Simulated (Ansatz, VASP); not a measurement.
Two plane-wave programs on Ga3O2

```xyz
5
Lattice="3.6177 0.0000 0.0000 0.0000 3.6177 0.0000 0.0000 0.0000 6.6330" Properties=species:S:1:pos:R:3 pbc="T T T"
Ga    1.8088    1.8088    3.3165
Ga    0.0000    0.0000    1.6161
Ga    0.0000    0.0000    5.0169
O     0.0000    1.8088    3.3165
O     1.8088    0.0000    3.3165
```

Alike in both runs: task single point; functional PBE; k mesh 6 × 6 × 4; occupations gaussian, width 0.1 eV; no spin polarisation.

|  | VASP | Ansatz |
| --- | --- | --- |
| version | VASP 6.6.1 | Ansatz 0.2.0 |
| potentials or method | VASP PAW PBE potentials, release 64 (Ga_d, O), cutoff 520 eV | scalar-relativistic, plane waves, PAW |
| valence electrons in the cell | 51 | 51 |

VASP gave:

* gap on the k mesh at the Fermi level (eV): none
* pressure (GPa): 13.8
* traceless stress, the component that is largest in VASP (GPa): -7.58
* rms of the force components (eV/Å): 0.482

Q: Which values does Ansatz return?

A: gap on the k mesh at the Fermi level (eV): none; pressure (GPa): 13.6; traceless stress, the component that is largest in VASP (GPa): -7.42; rms of the force components (eV/Å): 0.473.

Atom by atom the forces differ by 0.008 eV/Å (rms over components). A gap of «none» marks a metal or a gap that the smearing closes.
